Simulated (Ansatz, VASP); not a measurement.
**One calculation of Mg, two programs**

```
Mg
1.0
     3.27346    0.00000    0.00000
    -1.63673    2.83490    0.00000
     0.00000    0.00000    5.21033
Mg
2
Direct
  0.33333 0.66667 0.25000
  0.66667 0.33333 0.75000
```

Change from the starting cell: equal xx and yy strain of +2 %, crystal datasets.

Alike in both runs: task electric field gradients; functional PBE; k mesh 12 × 12 × 7; occupations fermi-dirac, width 0.08 eV; no spin polarisation.

|  | VASP | Ansatz |
| --- | --- | --- |
| version | VASP 6.6.1 | Ansatz 0.2.0 |
| potentials or method | VASP PAW PBE potentials, release 64 (Mg), cutoff 520 eV | all-electron PAW with datasets made for the crystal, scalar-relativistic |

Ansatz gave:

```
pressure (GPa)                                                : -1.7
traceless stress, the component that is largest in VASP (GPa) : 0.17
size of Vzz on the site where it differs most (V/Å²)          : 0.1
```

Problem. What did VASP give for the same quantities?

Solution. Pressure (GPa): -1.8; traceless stress, the component that is largest in VASP (GPa): 0.17; size of Vzz on the site where it differs most (V/Å²): 0.0.

Ansatz ran all-electron here, and VASP with PAW potentials.
